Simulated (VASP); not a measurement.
# Se: single point with LDA

The system is Se.

```xyz
1
Lattice="-1.6558 1.6558 1.6558 1.6558 -1.6558 1.6558 1.6558 1.6558 -1.6558" Properties=species:S:1:pos:R:3 pbc="T T T"
Se    0.0000    0.0000    0.0000
```

This isn't the form of Se at room conditions, which is trigonal, of chains.

```
Program             : VASP 6.6.1
Task                : single point
Functional          : LDA
Potentials or basis : VASP PAW LDA potentials, release 64 (Se)
Cutoff              : 520 eV
k mesh              : 15 × 15 × 15
Occupations         : fermi-dirac, width 0.1 eV
Spin                : no spin polarisation
```

The pressure is 4.6 GPa and the band gap on the k mesh is zero (bands 3 and 4 overlap by 7.16 eV).

Levels at points of the mesh, in eV from the Fermi level:
```
           k point  band 1  band 2  band 3  band 4  band 5  band 6
(0.00, 0.00, 0.00)  -17.18    3.56    3.56    3.56   12.66   12.72
```

Run time: 25 s on 1 thread of Intel Xeon 8259CL, with other jobs on the host, peak memory 0.14 GiB.

Caveat: the cell stands under pressure.
